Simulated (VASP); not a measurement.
# Cu (Cmcm) in VASP: further runs

The runs below take Cu through single point, with PBEsol.

All numbers are computed with VASP 6.6.1; they aren't measurements. Logs are shortened: lines on timing, memory, paths and dates and some standing lists are left out, and cuts for length are marked.

**1. The cell of the first run**

Symmetry: Cmcm, No. 63, orthorhombic system. The conventional cell has a = 2.416 Å, b = 7.886 Å, c = 2.455 Å, α = 90.00°, β = 90.00°, γ = 90.00°. Cu (site symmetry m2m) has 10 Cu at 2.42 to 2.51 Å within 3.2 Å.

**2. Single point, PBEsol**

Contents of INCAR:

```
PREC     = Accurate       # precision mode
ENCUT    = 520            # plane-wave cutoff, eV
EDIFF    = 1E-7           # SCF threshold, eV
ISMEAR   = -1             # smearing method
SIGMA    = 0.1            # smearing width, eV
LREAL    = F              # projectors in reciprocal space
LASPH    = T              # aspherical terms in the spheres
NELM     = 100            # most SCF steps
ALGO     = Normal         # electronic algorithm
ISIF     = 2              # what is computed and relaxed
LWAVE    = F              # write WAVECAR
LCHARG   = F              # write CHGCAR
GGA      = PS             # functional
NBANDS   = 18             # bands
```

Contents of KPOINTS:

```
Automatic mesh
0
Gamma
  12 12 12
```

Contents of POSCAR:

```
Cu
1.0
    1.2082243226     -3.9429614789      0.0000000000
    1.2082243226      3.9429614789      0.0000000000
    0.0000000000      0.0000000000      2.4546925291
Cu
2
Direct
    0.1338670000      0.8661330000      0.2500000000
    0.8661330000      0.1338670000      0.7500000000
```

Potentials or basis: VASP PAW PBE potentials, release 64 (Cu).

Command:

```console
$ cat potpaw_PBE.64/Cu/POTCAR > POTCAR
$ mpirun -np 1 vasp_std > vasp.out
```

OUTCAR:

```text
PREC = Accurate
   ENCUT = 520
   EDIFF = 1E-7
   ISMEAR = -1
   LREAL = F
   LASPH = T
   NELM = 100
   ISIF = 2
   GGA = PS

 ion  position               nearest neighbor table
   1  0.134  0.866  0.250-   2 2.44   2 2.44   2 2.51   2 2.51   2 2.51   2 2.51
   2  0.866  0.134  0.750-   1 2.44   1 2.44   1 2.51   1 2.51   1 2.51   1 2.51

  LATTYP: Found a base centered orthorhombic cell.
 ALAT       =     2.4164486452
 B/A-ratio  =     3.2634349476
 C/A-ratio  =     1.0158264832

  Lattice vectors:

 A1 = (   1.2082243226,  -3.9429614789,   0.0000000000)
 A2 = (   1.2082243226,   3.9429614789,   0.0000000000)
 A3 = (   0.0000000000,   0.0000000000,   2.4546925291)

Analysis of symmetry for initial positions (statically):
=====================================================================
 Subroutine PRICEL returns:
 Original cell was already a primitive cell.

 Routine SETGRP: Setting up the symmetry group for a
 base centered orthorhombic supercell.

 Subroutine GETGRP returns: Found  8 space group operations
 (whereof  4 operations were pure point group operations)
 out of a pool of  8 trial point group operations.

The static configuration has the point symmetry C_2h.
 The point group associated with its full space group is D_2h.

Analysis of symmetry for dynamics (positions and initial velocities):
=====================================================================
 Subroutine PRICEL returns:
 Original cell was already a primitive cell.

 Routine SETGRP: Setting up the symmetry group for a
 base centered orthorhombic supercell.

 Subroutine GETGRP returns: Found  8 space group operations
 (whereof  4 operations were pure point group operations)
 out of a pool of  8 trial point group operations.

The dynamic configuration has the point symmetry C_2h.
 The point group associated with its full space group is D_2h.

 Subroutine INISYM returns: Found  8 space group operations
 (whereof  4 operations are pure point group operations),
 and found     1 'primitive' translations

----------------------------------------------------------------------------------------

                                     Primitive cell

  volume of cell :      23.3882

  direct lattice vectors                    reciprocal lattice vectors
     1.208224323 -3.942961479  0.000000000     0.413830437 -0.126808239  0.000000000
     1.208224323  3.942961479  0.000000000     0.413830437  0.126808239  0.000000000
     0.000000000  0.000000000  2.454692529     0.000000000  0.000000000  0.407382997

  length of vectors
     4.123924252  4.123924252  2.454692529     0.432823244  0.432823244  0.407382997

  position of ions in fractional coordinates (direct lattice)
     0.133867000  0.866133000  0.250000000
     0.866133000  0.133867000  0.750000000

  ion indices of the primitive-cell ions
   primitive index   ion index
                 1           1
                 2           2

----------------------------------------------------------------------------------------

 KPOINTS: Automatic mesh

Automatic generation of k-mesh.
 Grid dimensions read from file:
 generate k-points for:   12   12   12

 Generating k-lattice:

  Cartesian coordinates                     Fractional coordinates (reciprocal lattice)
     0.034485870 -0.010567353  0.000000000     0.083333333  0.000000000  0.000000000
     0.034485870  0.010567353  0.000000000     0.000000000  0.083333333  0.000000000
     0.000000000  0.000000000  0.033948583     0.000000000  0.000000000  0.083333333

  Length of vectors
     0.036068604  0.036068604  0.033948583

  Shift w.r.t. Gamma in fractional coordinates (k-lattice)
     0.000000000  0.000000000  0.000000000

 Subroutine IBZKPT returns following result:
 ===========================================

 Found    301 irreducible k-points:

 Following reciprocal coordinates:
            Coordinates               Weight
  0.000000  0.000000  0.000000      1.000000
  0.083333  0.000000  0.000000      4.000000
  0.166667  0.000000  0.000000      4.000000
  0.250000 -0.000000  0.000000      4.000000
  0.333333  0.000000  0.000000      4.000000
  0.416667  0.000000  0.000000      4.000000
[... 16 lines left out ...]
  0.500000  0.166667  0.000000      4.000000
 -0.416667  0.166667  0.000000      4.000000
 [... further k-points ...]
   k-points           NKPTS =    301   k-points in BZ     NKDIM =    301   number of bands    NBANDS=     18
   number of dos      NEDOS =    301   number of ions     NIONS =      2
   total plane-waves  NPLWV =  18432
   dimension x,y,z NGX =    32 NGY =   32 NGZ =   18
   dimension x,y,z NGXF=    64 NGYF=   64 NGZF=   36
   ions per type =               2
   NGX,Y,Z   is equivalent  to a cutoff of  12.90, 12.90, 12.19 a.u.
   NGXF,Y,Z  is equivalent  to a cutoff of  25.80, 25.80, 24.38 a.u.
 SYSTEM =  unknown system
   PREC   = accura    normal or accurate (medium, high low for compatibility)
   ISTART =      0    job   : 0-new  1-cont  2-samecut
   ICHARG =      2    charge: 1-file 2-atom 10-const
   ISPIN  =      1    spin polarized calculation?
   LNONCOLLINEAR =      F non collinear calculations
   LSORBIT =      F    spin-orbit coupling
   LASPH  =      T    aspherical Exc in radial PAW
   ENCUT  =  520.0 eV  38.22 Ry    6.18 a.u.   7.67  7.67  4.56*2*pi/ulx,y,z
   NELM   =    100;   NELMIN=  2; NELMDL= -5     # of ELM steps
   EDIFF  = 0.1E-06   stopping-criterion for ELM
   LREAL  =      F    real-space projection
   EDIFFG = 0.1E-05   stopping-criterion for IOM
   NSW    =      0    number of steps for IOM
   IBRION =     -1    ionic relax: 0-MD 1-quasi-New 2-CG
   NFREE  =      0    steps in history (QN), initial steepest desc. (CG)
   ISIF   =      2    stress and relaxation
   ISYM   =      2    0-nonsym 1-usesym 2-fastsym
   POTIM  = 0.5000    time-step for ionic-motion
   TEBEG  =    0.0;   TEEND  =   0.0 temperature during run
   PSTRESS=    0.0 pullay stress
   NELECT =      22.0000    total number of electrons
   NUPDOWN=      -1.0000    fix difference up-down
   EMIN   =  10.00;   EMAX   =-10.00  energy-range for DOS
   EFERMI =   0.00;   METHOD = LEGACY
   ISMEAR =    -1;   SIGMA  =   0.10  broadening in eV -4-tet -1-fermi 0-gaus
   EFERMI_NEDOS =   21; number of points for ismear=-14 and -15
   IALGO  =     38    algorithm
   IMIX   =      4    mixing-type and parameters
     AMIX     =   0.40;   BMIX     =  1.00
     AMIX_MAG =   1.60;   BMIX_MAG =  1.00
  volume/ion in A,a.u.               =      11.69        78.92
  Fermi-wavevector in a.u.,A,eV,Ry     =   1.604045  3.031206 35.007268  2.572962
  Thomas-Fermi vector in A             =   2.700612
   LORBIT       =      0    0 simple, 1 ext, 2 COOP (PROOUT), +10 PAW based schemes
   GGA     = PS    functional components
   LHFCALC =     F    Hartree Fock is set to
   AEXX    =    0.0000 exact exchange contribution
   IVDW    =     0    specifies the selected vdW correction
   LEPSILON=     F    determine dielectric tensor
   LRPA    =     F    only Hartree local field effects (RPA)
 non-spin polarized calculation
  energy-cutoff  :      520.00
  volume of cell :       23.39
 maximum number of plane-waves:       653
   NGX = 15   NGY = 15   NGZ =  9

 number of electron      21.9999986 magnetization

 Free energy of the ion-electron system (eV)
  ---------------------------------------------------
  ext. energy  EPLUGINS =         0.00000000
  ---------------------------------------------------
  free energy    TOTEN  =        -8.30462469 eV

  energy without entropy =       -8.28496296  energy(sigma->0) =       -8.29479382

 E-fermi :   7.5192     XC(G=0): -12.9314

 val. band max:        7.5172511760   @ k =   0.0000   0.0000   0.5000
 cond. band min:       7.5250427864   @ k =  -0.2500   0.1667   0.5000
 fundamental gap:      0.0077916104
 Fermi energy:         7.5192059699

 k-point     1 :       0.0000    0.0000    0.0000
  band No.  band energies     occupation
      1      -1.9471      2.00000
      2       2.4029      2.00000
      3       3.1884      2.00000
      4       3.6873      2.00000
      5       4.4231      2.00000
      6       4.6976      2.00000
[... 10 lines left out ...]
     17      27.3839      0.00000
     18      29.3660      0.00000

 k-point     2 :       0.0833    0.0000    0.0000
  band No.  band energies     occupation
      1      -1.7430      2.00000
      2       2.4804      2.00000
      3       3.2660      2.00000
      4       3.7587      2.00000
      5       4.4467      2.00000
      6       4.6886      2.00000
[... 10 lines left out ...]
     17      28.0069      0.00000
     18      31.1154      0.00000

 k-point     3 :       0.1667    0.0000    0.0000
  band No.  band energies     occupation
      1      -1.1453      2.00000
      2       2.6746      2.00000
      3       3.4744      2.00000
      4       3.9440      2.00000
      5       4.4513      2.00000
      6       4.5100      2.00000
[... 10 lines left out ...]
     17      28.3124      0.00000
     18      31.5418      0.00000

 k-point     4 :       0.2500   -0.0000    0.0000
  band No.  band energies     occupation
      1      -0.2078      2.00000
      2       2.8883      2.00000
      3       3.7092      2.00000
      4       3.8096      2.00000
      5       4.3981      2.00000
      6       4.5890      2.00000
[... 375 lines left out ...]
      4       4.1922      2.00000
      5       4.2547      2.00000
      6       4.6710      2.00000
[... 10 lines left out ...]
     17      29.5107      0.00000
     18      29.6031      0.00000

 k-point    23 :       0.5000    0.1667    0.0000
  band No.  band energies     occupation
      1       1.4776      2.00000
      2       2.6574      2.00000
      3       3.7766      2.00000
      4       3.9220      2.00000
      5       4.2996      2.00000
      6       4.7548      2.00000
[... 10 lines left out ...]
     17      27.5929      0.00000
     18      29.2335      0.00000

 k-point    24 :      -0.4167    0.1667    0.0000
  band No.  band energies     occupation
      1       0.3930      2.00000
      2       2.6411      2.00000
      3       3.5688      2.00000
      4       3.8223      2.00000
      5       4.2830      2.00000
      6       4.7497      2.00000
[... 10 lines left out ...]
     17      28.3677      0.00000
     18      29.2069      0.00000

 [... further k-points ...]

------------------------ aborting loop because EDIFF is reached ----------------------------------------

  FORCE on cell =-STRESS in cart. coord.  units (eV):
  Direction    XX          YY          ZZ          XY          YZ          ZX
  --------------------------------------------------------------------------------------
  -------------------------------------------------------------------------------------
  Total        0.4109916      0.4193079      0.5062219      0.0000000     -0.0000000      0.0000000
  in kB       28.1544053     28.7241002     34.6780223      0.0000000     -0.0000000      0.0000000
  external PRESSURE =      30.5188426 kB  Pullay stress =       0.0000000 kB

 VOLUME and BASIS-vectors are now :
 -----------------------------------------------------------------------------
  energy-cutoff  :      520.00
  volume of cell :       23.39
      direct lattice vectors                 reciprocal lattice vectors
     1.208224323 -3.942961479  0.000000000     0.413830437 -0.126808239  0.000000000
     1.208224323  3.942961479  0.000000000     0.413830437  0.126808239  0.000000000
     0.000000000  0.000000000  2.454692529     0.000000000  0.000000000  0.407382997

 POSITION                                       TOTAL-FORCE (eV/Angst)
 -----------------------------------------------------------------------------------
      1.20822      2.88730      0.61367         0.000000      0.025680      0.000000
      1.20822     -2.88730      1.84102         0.000000     -0.025680     -0.000000
 -----------------------------------------------------------------------------------
    total drift:                                0.000000     -0.000000      0.000000

  FREE ENERGIE OF THE ION-ELECTRON SYSTEM (eV)
  ---------------------------------------------------
  free  energy   TOTEN  =        -8.3046246865 eV

  energy  without entropy=       -8.2849629611  energy(sigma->0) =       -8.29479382
```

Run time: 48 s. Hardware: 1 thread of Intel Xeon 6975P-C (Granite Rapids), shared host; peak memory 0.23 GiB.

What came out:

```yaml
Free_energy: -8.3046 eV
Pressure: 3.1 GPa
Largest_force: 0.026 eV/Å
Band_gap_on_the_k_mesh: zero (bands 11 and 12 overlap by 5.60 eV)
```

Forces in eV/Å, atoms in the order of the input:
```
Cu   0.000  0.026  0.000
Cu   0.000 -0.026  0.000
```

Stress tensor (GPa, compression positive):
```
2.82 0.00 0.00
0.00 2.87 0.00
0.00 0.00 3.47
```

Caveat: the cell stands under pressure; the PAW data sets were made with another functional, which shifts forces and pressure a little.

**3. Single point, PBEsol**

This run uses another cell than the first one, of 11.99 Å³/atom.

Contents of INCAR:

```
  PREC = Accurate
  ENCUT = 520
  EDIFF = 1E-6
  ISMEAR = -1
  SIGMA = 0.1
  LREAL = False
  LASPH = True
  NELM = 100
  ALGO = Normal
  ISIF = 2
  LWAVE = False
  LCHARG = True
  GGA = PS
  LELF = True
  LVHAR = True
  NBANDS = 18
```

Contents of KPOINTS:

```
regular mesh
0
Gamma
  12 12 12
```

Contents of POSCAR:

```
Cu
1.0
    1.2184640000     -3.9763780000      0.0000000000
    1.2184640000      3.9763780000      0.0000000000
    0.0000000000      0.0000000000      2.4754960000
Cu
2
Direct
    0.1338670000      0.8661330000      0.2500000000
    0.8661330000      0.1338670000      0.7500000000
```

Potentials or basis: VASP PAW PBE potentials, release 64 (Cu).

Command:

```console
$ cat potpaw_PBE.64/Cu/POTCAR > POTCAR
$ mpirun -np 1 vasp_std > vasp.out
```

OUTCAR:

```text
PREC = Accurate
   ENCUT = 520
   EDIFF = 1E-6
   ISMEAR = -1
   LREAL = False
   LASPH = True
   NELM = 100
   ISIF = 2
   GGA = PS

 ion  position               nearest neighbor table
   1  0.134  0.866  0.250-   2 2.46   2 2.46   2 2.54   2 2.54   2 2.54   2 2.54
   2  0.866  0.134  0.750-   1 2.46   1 2.46   1 2.54   1 2.54   1 2.54   1 2.54

  LATTYP: Found a base centered orthorhombic cell.
 ALAT       =     2.4369280000
 B/A-ratio  =     3.2634349476
 C/A-ratio  =     1.0158264832

  Lattice vectors:

 A1 = (   1.2184640000,  -3.9763780000,   0.0000000000)
 A2 = (   1.2184640000,   3.9763780000,   0.0000000000)
 A3 = (   0.0000000000,   0.0000000000,   2.4754960000)

Analysis of symmetry for initial positions (statically):
=====================================================================
 Subroutine PRICEL returns:
 Original cell was already a primitive cell.

 Routine SETGRP: Setting up the symmetry group for a
 base centered orthorhombic supercell.

 Subroutine GETGRP returns: Found  8 space group operations
 (whereof  4 operations were pure point group operations)
 out of a pool of  8 trial point group operations.

The static configuration has the point symmetry C_2h.
 The point group associated with its full space group is D_2h.

Analysis of symmetry for dynamics (positions and initial velocities):
=====================================================================
 Subroutine PRICEL returns:
 Original cell was already a primitive cell.

 Routine SETGRP: Setting up the symmetry group for a
 base centered orthorhombic supercell.

 Subroutine GETGRP returns: Found  8 space group operations
 (whereof  4 operations were pure point group operations)
 out of a pool of  8 trial point group operations.

The dynamic configuration has the point symmetry C_2h.
 The point group associated with its full space group is D_2h.

 Subroutine INISYM returns: Found  8 space group operations
[... 106 lines left out ...]
   TEBEG  =    0.0;   TEEND  =   0.0 temperature during run
   PSTRESS=    0.0 pullay stress
   NELECT =      22.0000    total number of electrons
   NUPDOWN=      -1.0000    fix difference up-down
   EMIN   =  10.00;   EMAX   =-10.00  energy-range for DOS
   EFERMI =   0.00;   METHOD = LEGACY
   ISMEAR =    -1;   SIGMA  =   0.10  broadening in eV -4-tet -1-fermi 0-gaus
   EFERMI_NEDOS =   21; number of points for ismear=-14 and -15
   IALGO  =     38    algorithm
   IMIX   =      4    mixing-type and parameters
     AMIX     =   0.40;   BMIX     =  1.00
     AMIX_MAG =   1.60;   BMIX_MAG =  1.00
  volume/ion in A,a.u.               =      11.99        80.94
  Fermi-wavevector in a.u.,A,eV,Ry     =   1.590565  3.005733 34.421356  2.529898
  Thomas-Fermi vector in A             =   2.689241
   LORBIT       =      0    0 simple, 1 ext, 2 COOP (PROOUT), +10 PAW based schemes
   GGA     = PS    functional components
   LHFCALC =     F    Hartree Fock is set to
   AEXX    =    0.0000 exact exchange contribution
   IVDW    =     0    specifies the selected vdW correction
   LEPSILON=     F    determine dielectric tensor
   LRPA    =     F    only Hartree local field effects (RPA)
 non-spin polarized calculation
  energy-cutoff  :      520.00
  volume of cell :       23.99
 maximum number of plane-waves:       670
   NGX = 15   NGY = 15   NGZ =  9

 number of electron      21.9999988 magnetization

 Free energy of the ion-electron system (eV)
  ---------------------------------------------------
  ext. energy  EPLUGINS =         0.00000000
  ---------------------------------------------------
  free energy    TOTEN  =        -8.30895876 eV

  energy without entropy =       -8.28892285  energy(sigma->0) =       -8.29894081

 E-fermi :   7.2008     XC(G=0): -12.7842

 val. band max:        7.1876367484   @ k =   0.0000   0.0000   0.5000
 cond. band min:       7.2049613429   @ k =  -0.2500   0.1667   0.5000
 fundamental gap:      0.0173245945
 Fermi energy:         7.2008105441

 k-point     1 :       0.0000    0.0000    0.0000
  band No.  band energies     occupation
      1      -2.0683      2.00000
      2       2.2370      2.00000
      3       2.9972      2.00000
      4       3.4776      2.00000
      5       4.1873      2.00000
      6       4.4516      2.00000
[... 481 lines left out ...]
      5       4.0528      2.00000
      6       4.5017      2.00000
[... 10 lines left out ...]
     17      27.7397      0.00000
     18      28.5799      0.00000

 [... further k-points ...]
[... 5 lines left out ...]
  --------------------------------------------------------------------------------------
  -------------------------------------------------------------------------------------
  Total       -0.1240564     -0.1664535     -0.0708340      0.0000000     -0.0000000      0.0000000
  in kB       -8.2858521    -11.1175998     -4.7310733      0.0000000     -0.0000000      0.0000000
  external PRESSURE =      -8.0448418 kB  Pullay stress =       0.0000000 kB

 VOLUME and BASIS-vectors are now :
 -----------------------------------------------------------------------------
  energy-cutoff  :      520.00
  volume of cell :       23.99
      direct lattice vectors                 reciprocal lattice vectors
     1.218464000 -3.976378000  0.000000000     0.410352706 -0.125742573  0.000000000
     1.218464000  3.976378000  0.000000000     0.410352706  0.125742573  0.000000000
     0.000000000  0.000000000  2.475496000     0.000000000  0.000000000  0.403959449

 POSITION                                       TOTAL-FORCE (eV/Angst)
 -----------------------------------------------------------------------------------
      1.21846      2.91177      0.61887         0.000000     -0.007635      0.000000
      1.21846     -2.91177      1.85662         0.000000      0.007635     -0.000000
 -----------------------------------------------------------------------------------
    total drift:                                0.000000     -0.000000      0.000000

  FREE ENERGIE OF THE ION-ELECTRON SYSTEM (eV)
  ---------------------------------------------------
  free  energy   TOTEN  =        -8.3089587613 eV

  energy  without entropy=       -8.2889228524  energy(sigma->0) =       -8.29894081
```

It took 41 s on 1 thread of Intel Xeon 6975P-C (Granite Rapids), shared host; peak memory 0.23 GiB.

What came out:

```
Free energy            : -8.3090 eV
Pressure               : -0.8 GPa
Largest force          : 0.008 eV/Å
Band gap on the k mesh : zero (bands 11 and 12 overlap by 5.53 eV)
```

Forces in eV/Å, atoms in the order of the input:
```
Cu   0.000 -0.008  0.000
Cu   0.000  0.008  0.000
```

Caveat: the PAW data sets were made with another functional, which shifts forces and pressure a little.

(Part 1 of 2 ends here.)
